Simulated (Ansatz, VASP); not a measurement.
# Two plane-wave programs on Hf3Ta2F

```
Hf Ta F
1.0
     3.47092    0.00000    0.00000
    -1.73546    3.00591    0.00000
     0.00000    0.00000    8.90541
Hf Ta F
3 2 1
Direct
  0.33333 0.66667 0.20811
  0.00000 0.00000 0.50000
  0.66667 0.33333 0.79189
  0.33333 0.66667 0.66182
  0.66667 0.33333 0.33818
  0.00000 0.00000 0.00000
```

Change from the starting cell: species swapped into the NaNi2O3 type (P-3m1, No. 164).

Alike in both runs: task single point; functional PBE; k mesh 6 × 6 × 2; occupations gaussian, width 0.1 eV; no spin polarisation.

|  | VASP | Ansatz |
| --- | --- | --- |
| version | VASP 6.6.1 | Ansatz 0.2.0 |
| potentials or method | VASP PAW PBE potentials, release 64 (Hf_pv, Ta_pv, F), cutoff 520 eV | scalar-relativistic, plane waves, PAW |
| valence electrons in the cell | 59 | 111 |

|  | VASP | Ansatz | Ansatz less VASP |
| --- | --- | --- | --- |
| gap on the k mesh at the Fermi level (eV) | none | none | - |
| rms of the force components (eV/Å) | 3.410 | 3.424 | +0.0137 |

Atom by atom the forces differ by 0.017 eV/Å (rms over components). A gap of «none» marks a metal or a gap that the smearing closes. VASP's potentials hold 59 valence electrons a cell and Ansatz's 111, so a difference there can come from the potentials and not from the codes.

Neither program's run includes spin-orbit coupling.
